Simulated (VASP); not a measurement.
Runs of VASP 6.6.1 on KTaO3. The structure is that of space group R-3m (No. 166), or close to it. The cells are those of the table. 

```tsv
cell	gap on the mesh (eV)	pressure (GPa)
a = 4.101 Å, angles 75.7°, 5 atoms	0.42	5.4
a = 4.019 Å, angles 82.7°, 5 atoms	1.54	5.6
a = 3.993 Å, angles 92.7°, 5 atoms	1.92	6.0
a = 4.477 Å, angles 60.0°, 5 atoms	none	14.7
a = 4.352 Å, angles 109.5°, 5 atoms	none	11.5
a = 4.266 Å, angles 67.3°, 5 atoms	none	8.4
a = 4.084 Å, angles 101.4°, 5 atoms	0.20	(b)
a = 4.011 Å, angles 95.9°, 5 atoms	(a)	5.7
a = 4.194 Å, angles 105.7°, 5 atoms	none	5.4
a = 3.994 Å, angles 87.0°, 5 atoms	2.00	6.0
```

Alike in all rows: task single point; level PBE; potentials or basis VASP PAW PBE potentials, release 64 (K_sv, Ta_pv, O); no spin polarisation; k mesh 8 × 8 × 8; cutoff (eV) 520; smearing gaussian 0.05 eV.

Q: Fill in the values left out.

A: (a) 1.44; (b) 4.9.

Caveats: spin-orbit coupling is left out, which moves the levels of the heavy elements.

A k mesh can miss the band edges, and the runs leave out spin-orbit coupling on Ta.

A gap of «none» marks levels without a gap at the run's occupations.
